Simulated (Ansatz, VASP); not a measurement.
Li2O in VASP and in Ansatz

```
CELL_PARAMETERS angstrom
0.00000 2.31301 2.31301
2.31301 0.00000 2.31301
2.31301 2.31301 0.00000
ATOMIC_POSITIONS crystal
Li 0.75000 0.75000 0.75000
Li 0.25000 0.25000 0.25000
O 0.00000 0.00000 0.00000
```

Alike in both runs: functional PBE; k mesh 8 × 8 × 8; no spin polarisation.

Ansatz relaxed the structure, and its values are those at the end. VASP's run is a single point on that final structure, the one shown.

|  | VASP | Ansatz |
| --- | --- | --- |
| version | VASP 6.6.1 | Ansatz 0.2.0 |
| potentials or method | VASP PAW PBE potentials, release 64 (Li_sv, O), cutoff 750 eV | scalar-relativistic, plane waves, PAW |
| occupations | gaussian, width 0.01 eV | fixed |
| valence electrons in the cell | 12 | 12 |

|  | VASP | Ansatz | Ansatz less VASP |
| --- | --- | --- | --- |
| gap on the k mesh at the Fermi level (eV) | 4.97 | 4.98 | +0.013 |
| least direct gap on the mesh (eV) | 5.24 | 5.24 | 0.000 |
| pressure (GPa) | -0.3 | 0.0 | +0.34 |
